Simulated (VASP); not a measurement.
# SiC (P6_3mc) in VASP: a series of runs, part 2 of 2

VASP 6.6.1.

## Step 5: Single point, PBEsol

This run uses another cell than the first one, of 10.89 Å³/atom, 1.016 times its volume.

Input file INCAR:

```
SYSTEM = SiC
PREC     = Accurate       ! precision mode
ENCUT    = 520            ! plane-wave cutoff, eV
EDIFF    = 1E-6           ! SCF threshold, eV
ISMEAR   = 0              ! smearing method
SIGMA    = 0.05           ! smearing width, eV
LREAL    = .False.        ! projectors in reciprocal space
LASPH    = .True.         ! aspherical terms in the spheres
NELM     = 100            ! most SCF steps
ALGO     = Normal         ! electronic algorithm
ISIF     = 2              ! what is computed and relaxed
LWAVE    = .False.        ! write WAVECAR
LCHARG   = .False.        ! write CHGCAR
GGA      = PS             ! functional
NBANDS   = 26             ! bands
```

Input file KPOINTS:

```
Automatic mesh
0
Gamma
  12 12 4
  0 0 0
```

Input file POSCAR:

```
SiC
1.0
    3.0780670649      0.0000000000      0.0000000000
   -1.5390335324      2.6656842728      0.0000000000
    0.0000000000      0.0000000000     10.6132000000
Si C
4 4
Direct
    0.6666666667      0.3333333333      0.9378278494
    0.3333333333      0.6666666667      0.4378278494
    0.0000000000      0.0000000000      0.6878973398
    0.0000000000      0.0000000000      0.1878973398
    0.6666666667      0.3333333333      0.7498191768
    0.3333333333      0.6666666667      0.2498191768
    0.0000000000      0.0000000000      0.5004546340
    0.0000000000      0.0000000000      0.0004546340
```

Potentials or basis: VASP PAW PBE potentials, release 64 (Si, C).

Command:

```sh
$ cat potpaw_PBE.64/Si/POTCAR potpaw_PBE.64/C/POTCAR > POTCAR
$ mpirun -np 1 vasp_std > vasp.out
```

OUTCAR:

```text
SYSTEM = SiC
   PREC = Accurate
   ENCUT = 520
   EDIFF = 1E-6
   ISMEAR = 0
   LREAL = .False.
   LASPH = .True.
   NELM = 100
   ISIF = 2
   GGA = PS

 ion  position               nearest neighbor table
   1  0.667  0.333  0.938-   8 1.90   8 1.90   8 1.90   5 2.00
   2  0.333  0.667  0.438-   7 1.90   7 1.90   7 1.90   6 2.00
   3  0.000  0.000  0.688-   5 1.89   5 1.89   5 1.89   7 1.99
   4  0.000  0.000  0.188-   6 1.89   6 1.89   6 1.89   8 1.99
   5  0.667  0.333  0.750-   3 1.89   3 1.89   3 1.89   1 2.00
   6  0.333  0.667  0.250-   4 1.89   4 1.89   4 1.89   2 2.00
   7  0.000  0.000  0.500-   2 1.90   2 1.90   2 1.90   3 1.99
   8  0.000  0.000  0.000-   1 1.90   1 1.90   1 1.90   4 1.99

  LATTYP: Found a hexagonal cell.
 ALAT       =     3.0780670649
 C/A-ratio  =     3.4480080441

  Lattice vectors:

 A1 = (   3.0780670649,   0.0000000000,   0.0000000000)
 A2 = (  -1.5390335324,   2.6656842728,   0.0000000000)
 A3 = (   0.0000000000,   0.0000000000,  10.6132000000)

Analysis of symmetry for initial positions (statically):
=====================================================================
 Subroutine PRICEL returns:
 Original cell was already a primitive cell.

 Routine SETGRP: Setting up the symmetry group for a
 hexagonal supercell.

 Subroutine GETGRP returns: Found 12 space group operations
 (whereof  6 operations were pure point group operations)
 out of a pool of 24 trial point group operations.

The static configuration has the point symmetry C_3v.
 The point group associated with its full space group is C_6v.

Analysis of symmetry for dynamics (positions and initial velocities):
=====================================================================
 Subroutine PRICEL returns:
 Original cell was already a primitive cell.

 Routine SETGRP: Setting up the symmetry group for a
 hexagonal supercell.

 Subroutine GETGRP returns: Found 12 space group operations
 (whereof  6 operations were pure point group operations)
 out of a pool of 24 trial point group operations.

The dynamic configuration has the point symmetry C_3v.
 The point group associated with its full space group is C_6v.

 Subroutine INISYM returns: Found 12 space group operations
 (whereof  6 operations are pure point group operations),
 and found     1 'primitive' translations

----------------------------------------------------------------------------------------

                                     Primitive cell

  volume of cell :      87.0830

  direct lattice vectors                    reciprocal lattice vectors
     3.078067065  0.000000000  0.000000000     0.324879211  0.187569100  0.000000000
    -1.539033532  2.665684273  0.000000000     0.000000000  0.375138200  0.000000000
     0.000000000  0.000000000 10.613200000     0.000000000  0.000000000  0.094222289

  length of vectors
     3.078067065  3.078067065 10.613200000     0.375138200  0.375138200  0.094222289

  position of ions in fractional coordinates (direct lattice)
     0.666666667  0.333333333  0.937827849
     0.333333333  0.666666667  0.437827849
     0.000000000  0.000000000  0.687897340
     0.000000000  0.000000000  0.187897340
     0.666666667  0.333333333  0.749819177
     0.333333333  0.666666667  0.249819177
     0.000000000  0.000000000  0.500454634
     0.000000000  0.000000000  0.000454634
[... 39 lines left out ...]
            Coordinates               Weight
  0.000000  0.000000  0.000000      1.000000
  0.083333  0.000000  0.000000      6.000000
  0.166667  0.000000  0.000000      6.000000
  0.250000 -0.000000  0.000000      6.000000
  0.333333  0.000000  0.000000      6.000000
  0.416667 -0.000000  0.000000      6.000000
[... 16 lines left out ...]
  0.250000 -0.000000  0.250000     12.000000
  0.333333  0.000000  0.250000     12.000000
 [... further k-points ...]
   k-points           NKPTS =     57   k-points in BZ     NKDIM =     57   number of bands    NBANDS=     26
   number of dos      NEDOS =    301   number of ions     NIONS =      8
   total plane-waves  NPLWV =  46080
   dimension x,y,z NGX =    24 NGY =   24 NGZ =   80
   dimension x,y,z NGXF=    48 NGYF=   48 NGZF=  160
   ions per type =               4   4
   NGX,Y,Z   is equivalent  to a cutoff of  12.96, 12.96, 12.53 a.u.
   NGXF,Y,Z  is equivalent  to a cutoff of  25.92, 25.92, 25.06 a.u.
 SYSTEM =  SiC
   PREC   = accura    normal or accurate (medium, high low for compatibility)
   ISTART =      0    job   : 0-new  1-cont  2-samecut
   ICHARG =      2    charge: 1-file 2-atom 10-const
   ISPIN  =      1    spin polarized calculation?
   LNONCOLLINEAR =      F non collinear calculations
   LSORBIT =      F    spin-orbit coupling
   LASPH  =      T    aspherical Exc in radial PAW
   ENCUT  =  520.0 eV  38.22 Ry    6.18 a.u.   5.72  5.72 19.73*2*pi/ulx,y,z
   NELM   =    100;   NELMIN=  2; NELMDL= -5     # of ELM steps
   EDIFF  = 0.1E-05   stopping-criterion for ELM
   LREAL  =      F    real-space projection
   EDIFFG = 0.1E-04   stopping-criterion for IOM
   NSW    =      0    number of steps for IOM
   IBRION =     -1    ionic relax: 0-MD 1-quasi-New 2-CG
   NFREE  =      0    steps in history (QN), initial steepest desc. (CG)
   ISIF   =      2    stress and relaxation
   ISYM   =      2    0-nonsym 1-usesym 2-fastsym
   POTIM  = 0.5000    time-step for ionic-motion
   TEBEG  =    0.0;   TEEND  =   0.0 temperature during run
   PSTRESS=    0.0 pullay stress
   NELECT =      32.0000    total number of electrons
   NUPDOWN=      -1.0000    fix difference up-down
   EMIN   =  10.00;   EMAX   =-10.00  energy-range for DOS
   EFERMI =   0.00;   METHOD = LEGACY
   ISMEAR =     0;   SIGMA  =   0.05  broadening in eV -4-tet -1-fermi 0-gaus
   EFERMI_NEDOS =   21; number of points for ismear=-14 and -15
   IALGO  =     38    algorithm
   IMIX   =      4    mixing-type and parameters
     AMIX     =   0.40;   BMIX     =  1.00
     AMIX_MAG =   1.60;   BMIX_MAG =  1.00
  volume/ion in A,a.u.               =      10.89        73.46
  Fermi-wavevector in a.u.,A,eV,Ry     =   1.172592  2.215879 18.707646  1.374973
  Thomas-Fermi vector in A             =   2.309019
   LORBIT       =      0    0 simple, 1 ext, 2 COOP (PROOUT), +10 PAW based schemes
   GGA     = PS    functional components
   LHFCALC =     F    Hartree Fock is set to
   AEXX    =    0.0000 exact exchange contribution
   IVDW    =     0    specifies the selected vdW correction
   LEPSILON=     F    determine dielectric tensor
   LRPA    =     F    only Hartree local field effects (RPA)
 non-spin polarized calculation
 Gauss-broadening in eV      SIGMA  =   0.05
  energy-cutoff  :      520.00
  volume of cell :       87.08
 maximum number of plane-waves:      2362
 NGX is ok and might be reduce to    24
   NGX = 11   NGY = 11   NGZ = 39

 number of electron      32.0000000 magnetization

 Free energy of the ion-electron system (eV)
  ---------------------------------------------------
  ext. energy  EPLUGINS =         0.00000000
  ---------------------------------------------------
  free energy    TOTEN  =       -63.30456145 eV

  energy without entropy =      -63.30456145  energy(sigma->0) =      -63.30456145

 E-fermi :   7.8458     XC(G=0): -11.2852

 val. band max:        7.6416685654   @ k =   0.0000   0.0000   0.0000
 cond. band min:       9.4830378865   @ k =   0.5000  -0.0000   0.0000
 fundamental gap:      1.8413693211
 Fermi energy:         7.8458363534

 k-point     1 :       0.0000    0.0000    0.0000
  band No.  band energies     occupation
      1      -7.5523      2.00000
      2      -6.5084      2.00000
      3      -6.4939      2.00000
      4      -4.5349      2.00000
      5      -0.8871      2.00000
      6       2.8900      2.00000
[... 685 lines left out ...]
     25      15.5695      0.00000
     26      16.2676      0.00000

 [... further k-points ...]
[... 5 lines left out ...]
  --------------------------------------------------------------------------------------
  -------------------------------------------------------------------------------------
  Total       -0.7130010     -0.7130010    -13.7711796     -0.0000000      0.0000000      0.0000000
  in kB      -13.1179981    -13.1179981   -253.3661475     -0.0000000      0.0000000      0.0000000
  external PRESSURE =     -93.2007146 kB  Pullay stress =       0.0000000 kB

 VOLUME and BASIS-vectors are now :
 -----------------------------------------------------------------------------
  energy-cutoff  :      520.00
  volume of cell :       87.08
      direct lattice vectors                 reciprocal lattice vectors
     3.078067065  0.000000000  0.000000000     0.324879211  0.187569100  0.000000000
    -1.539033532  2.665684273  0.000000000     0.000000000  0.375138200  0.000000000
     0.000000000  0.000000000 10.613200000     0.000000000  0.000000000  0.094222289

 POSITION                                       TOTAL-FORCE (eV/Angst)
 -----------------------------------------------------------------------------------
      1.53903      0.88856      9.95335         0.000000     -0.000000     -0.205320
     -0.00000      1.77712      4.64675        -0.000000     -0.000000     -0.205320
      0.00000      0.00000      7.30079         0.000000     -0.000000     -0.277839
      0.00000      0.00000      1.99419        -0.000000      0.000000     -0.277839
      1.53903      0.88856      7.95798         0.000000      0.000000      0.258556
     -0.00000      1.77712      2.65138        -0.000000      0.000000      0.258556
      0.00000      0.00000      5.31143         0.000000     -0.000000      0.224602
      0.00000      0.00000      0.00483        -0.000000     -0.000000      0.224602
 -----------------------------------------------------------------------------------
    total drift:                                0.000000      0.000000      0.000714

  FREE ENERGIE OF THE ION-ELECTRON SYSTEM (eV)
  ---------------------------------------------------
  free  energy   TOTEN  =       -63.3045614491 eV

  energy  without entropy=      -63.3045614491  energy(sigma->0) =      -63.30456145
```

It took 2.3 min on 1 thread of AMD EPYC 7R43 (Zen 3), shared host; peak memory 0.21 GiB.

What came out:

* Free energy: -63.3046 eV
* Pressure: -9.3 GPa
* Largest force: 0.278 eV/Å
* Band gap on the k mesh: 1.84 eV, indirect (least direct gap 3.10 eV)

Forces in eV/Å, atoms in the order of the input:
```
Si   0.000  0.000 -0.205
Si   0.000  0.000 -0.205
Si   0.000  0.000 -0.278
Si   0.000  0.000 -0.278
C    0.000  0.000  0.259
C    0.000  0.000  0.259
C    0.000  0.000  0.225
C    0.000  0.000  0.225
```

Caveat: the PAW data sets were made with another functional, which shifts forces and pressure a little.

## Step 6: Single point, PBEsol

This run uses another cell than the first one, of 11.02 Å³/atom, 1.028 times its volume.

Input file INCAR:

```
SYSTEM = SiC
PREC     = Accurate       ! precision mode
ENCUT    = 520            ! plane-wave cutoff, eV
EDIFF    = 1E-6           ! SCF threshold, eV
ISMEAR   = 0              ! smearing method
SIGMA    = 0.05           ! smearing width, eV
LREAL    = .FALSE.        ! projectors in reciprocal space
LASPH    = .TRUE.         ! aspherical terms in the spheres
NELM     = 60             ! most SCF steps
ALGO     = Normal         ! electronic algorithm
ISIF     = 2              ! what is computed and relaxed
LWAVE    = .FALSE.        ! write WAVECAR
LCHARG   = .FALSE.        ! write CHGCAR
GGA      = PS             ! functional
NBANDS   = 26             ! bands
```

Input file KPOINTS:

```
regular mesh
0
G
  12 12 4
  0 0 0
```

POSCAR: that of step 5 with these lines changed.

```diff
@@ -2,5 +2,5 @@
 1.0
-    3.0780670649      0.0000000000      0.0000000000
-   -1.5390335324      2.6656842728      0.0000000000
-    0.0000000000      0.0000000000     10.6132000000
+    3.2217000000      0.0000000000      0.0000000000
+   -1.6108500000      2.7900740434      0.0000000000
+    0.0000000000      0.0000000000      9.8071000000
 Si C
```

Potentials or basis: VASP PAW PBE potentials, release 64 (Si, C).

Command:

```sh
$ cat potpaw_PBE.64/Si/POTCAR potpaw_PBE.64/C/POTCAR > POTCAR
$ mpirun -np 1 vasp_std > vasp.out
```

Wall time 2.1 min (1 thread of AMD EPYC 7R43 (Zen 3), shared host); peak memory 0.21 GiB.

Results (log left out):

```yaml
Free_energy: -62.9820 eV
Pressure: -10.9 GPa
Largest_force: 0.781 eV/Å
Band_gap_on_the_k_mesh: 1.71 eV, indirect (least direct gap 2.78 eV)
```

Forces in eV/Å, atoms in the order of the input:
```
Si   0.000  0.000  0.699
Si   0.000  0.000  0.699
Si   0.000  0.000  0.772
Si   0.000  0.000  0.772
C    0.000  0.000 -0.781
C    0.000  0.000 -0.781
C    0.000  0.000 -0.691
C    0.000  0.000 -0.691
```

Stress tensor (GPa, compression positive):
```
-22.95   0.00   0.00
  0.00 -22.95   0.00
  0.00   0.00  13.21
```

Levels at points of the mesh, in eV from the valence-band top:
```tsv
k point	band 12	band 13	band 14	band 15	band 16	band 17	band 18	band 19	band 20	band 21
(0.00, 0.00, 0.00)	-0.95	-0.95	-0.20	-0.20	0.00	3.35	4.07	4.86	5.14	5.86
(0.50, 0.00, 0.00)	-2.64	-2.58	-1.96	-1.46	-1.08	1.71	2.10	3.57	4.50	5.06
(0.00, 0.00, 0.50)	-1.27	-0.47	-0.47	-0.47	-0.47	3.61	3.61	5.25	5.25	6.03
(0.50, 0.00, 0.50)	-3.35	-2.46	-2.46	-1.62	-1.62	2.09	2.09	4.01	4.01	5.74
```

Caveat: the PAW data sets were made with another functional, which shifts forces and pressure a little. A hybrid or GW would open this gap; PBEsol tends to underestimate it.

## Step 7: The runs side by side

```csv
cell,gap on the mesh (eV),pressure (GPa),largest force (eV/Å)
"a = 3.222, b = 3.222, c = 9.538 Å, angles 90.0, 90.0, 120.0°, 8 atoms",1.52,-4.4,1.43
"a = 3.150, b = 3.150, c = 10.076 Å, angles 90.0, 90.0, 120.0°, 8 atoms",2.07,-8.9,0.22
"a = 3.293, b = 3.294, c = 9.270 Å, angles 90.0, 90.0, 120.0°, 8 atoms",1.23,-3.5,2.50
"a = 3.078, b = 3.078, c = 10.613 Å, angles 90.0, 90.0, 120.0°, 8 atoms",1.84,-9.3,0.28
"a = 3.222, b = 3.222, c = 9.807 Å, angles 90.0, 90.0, 120.0°, 8 atoms",1.71,-10.9,0.78
```

Alike in all rows: task single point; level PBEsol; potentials or basis VASP PAW PBE potentials, release 64 (Si, C); no spin polarisation; k mesh 12 × 12 × 4; cutoff (eV) 520; smearing gaussian 0.05 eV.

Caveats: the PAW data sets were made with another functional, which shifts forces and pressure a little.

Total energies depend on the potentials used, so only differences within one code and one set of settings carry meaning.
